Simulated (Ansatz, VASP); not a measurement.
**Si5Mo in VASP and in Ansatz**

```
CELL_PARAMETERS angstrom
0.00000 3.66140 3.66140
3.66140 0.00000 3.66140
3.66140 3.66140 0.00000
ATOMIC_POSITIONS crystal
Si 0.25000 0.25000 0.25000
Si 0.12616 0.62461 0.62461
Si 0.62461 0.62461 0.62461
Si 0.62461 0.62461 0.12616
Si 0.62461 0.12616 0.62461
Mo 0.00000 0.00000 0.00000
```

Change from the starting cell: species swapped into the Be5Pd type (F-43m, No. 216).

Alike in both runs: task single point; functional PBE; k mesh 4 × 4 × 4; occupations gaussian, width 0.1 eV; no spin polarisation.

|  | VASP | Ansatz |
| --- | --- | --- |
| version | VASP 6.6.1 | Ansatz 0.2.0 |
| potentials or method | VASP PAW PBE potentials, release 64 (Si, Mo_sv), cutoff 520 eV | scalar-relativistic, plane waves, PAW |
| valence electrons in the cell | 34 | 34 |

Ansatz gave:

| Item | Value |
| --- | --- |
| gap on the k mesh at the Fermi level (eV) | none |
| pressure (GPa) | -12.4 |
| rms of the force components (eV/Å) | 0.184 |

Which values does VASP return?

gap on the k mesh at the Fermi level (eV): none; pressure (GPa): -12.4; rms of the force components (eV/Å): 0.183.

Atom by atom the forces differ by 0.001 eV/Å (rms over components). A gap of «none» marks a metal or a gap that the smearing closes. The functional is the same, so the differences come from potentials, cutoffs and numerics.

The k mesh is coarse, so the values compare programs but aren't converged.
